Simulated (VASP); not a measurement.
Here is a VASP 6.6.1 calculation.

The input INCAR:

```
SYSTEM = BaZrO3
  PREC = Accurate
  ENCUT = 1340
  EDIFF = 1E-6
  ISMEAR = 0
  SIGMA = 0.01
  LREAL = .FALSE.
  LASPH = .TRUE.
  NELM = 120
  ALGO = Normal
  ISIF = 2
  LWAVE = .FALSE.
  LCHARG = .TRUE.
  GGA = PS
  LELF = .TRUE.
  LVHAR = .TRUE.
  NBANDS = 28
  GGA_COMPAT = .FALSE.
```

The input KPOINTS:

```
regular mesh
0
G
  4 4 4
  0 0 0
```

POSCAR

```
BaZrO3
1.0
    4.1202866125      0.0000000000      0.0000000000
    0.0000000000      4.1202866125      0.0000000000
    0.0000000000      0.0000000000      4.1202866125
Ba Zr O
1 1 3
Direct
    0.0000000000      0.0000000000      0.0000000000
    0.5000000000      0.5000000000      0.5000000000
    0.0000000000      0.5000000000      0.5000000000
    0.5000000000      0.0000000000      0.5000000000
    0.5000000000      0.5000000000      0.0000000000
```

Potentials or basis: VASP PAW PBE potentials, release 64 (Ba_sv, Zr_sv, O_h).

Run with:

```bash
$ cat potpaw_PBE.64/Ba_sv/POTCAR potpaw_PBE.64/Zr_sv/POTCAR potpaw_PBE.64/O_h/POTCAR > POTCAR
$ mpirun -np 1 vasp_std > vasp.out
```

Problem. Estimate the band gap on the k mesh.

Solution. 3.21 eV (least direct gap 3.35 eV).

Problem. What does it give for the pressure?

Solution. 9.1 GPa.

Caveat: the cell stands under pressure; the PAW data sets were made with another functional, which shifts forces and pressure a little; spin-orbit coupling is left out, which moves the levels of the heavy elements. A k mesh can miss the band edges.
